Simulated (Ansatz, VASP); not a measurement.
**Two plane-wave programs on Ge**

```
CELL_PARAMETERS angstrom
6.20551 0.00000 0.00000
-3.10276 5.37413 0.00000
0.00000 0.00000 3.65966
ATOMIC_POSITIONS crystal
Ge 0.62265 0.62265 0.16667
Ge 0.37735 0.00000 0.50000
Ge 0.00000 0.37735 0.83333
Ge 0.00000 0.62265 0.33333
Ge 0.37735 0.37735 0.66667
Ge 0.62265 0.00000 0.00000
```

Alike in both runs: task relaxation of cell and atoms; functional PBE; k mesh 3 × 3 × 6; occupations gaussian, width 0.1 eV; no spin polarisation.

|  | VASP | Ansatz |
| --- | --- | --- |
| version | VASP 6.6.1 | Ansatz 0.2.0 |
| potentials or method | VASP PAW PBE potentials, release 64 (Ge_d), cutoff 600 eV | scalar-relativistic, plane waves, PAW |
| valence electrons in the cell | 84 | 84 |

|  | VASP | Ansatz | Ansatz less VASP |
| --- | --- | --- | --- |
| gap on the k mesh at the Fermi level, each at its own relaxed structure (eV) | none | none | - |
| relaxed volume (Å³/atom) | 23.55 | 23.52 | -0.031 |
| relaxed length of the cell vector where the two differ most in proportion (Å) | 6.411 | 6.407 | -0.0035 |

A gap of «none» marks a metal or a gap that the smearing closes.

The k mesh is coarse, so the values compare programs but aren't converged. Noted on VASP's run: the volume moved by over 15 % at a fixed basis, so the end points are rough.
